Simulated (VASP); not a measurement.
Crystal: CsPbBr3.

```
Pb Cs Br
1.0
     5.87000    0.00000    0.00000
     0.00000    5.87000    0.00000
     0.00000    0.00000    5.87000
Pb Cs Br
1 1 3
Direct
  0.50000 0.50000 0.50000
  0.00000 0.00000 0.00000
  0.50000 0.50000 0.00000
  0.50000 0.00000 0.50000
  0.00000 0.50000 0.50000
```

Program: VASP 6.6.1. Alike in all runs: task single point; potentials or basis VASP PAW PBE potentials, release 64 (Pb_d, Cs_sv, Br); no spin polarisation; cell as given; cutoff (eV) 520.

Order these runs on this cell by their band gap on the k mesh, lowest first.
A. level PBEsol; k mesh 3 × 3 × 3; smearing fermi-dirac 0.03 eV
B. level r2SCAN; k mesh 5 × 5 × 5; smearing fermi-dirac 0.05 eV
C. level PBE; k mesh 5 × 5 × 5; smearing fermi-dirac 0.05 eV

C (2.65 eV), B (2.99 eV), A (3.93 eV).

Caveats: spin-orbit coupling is left out, which moves the levels of the heavy elements.

A k mesh can miss the band edges.
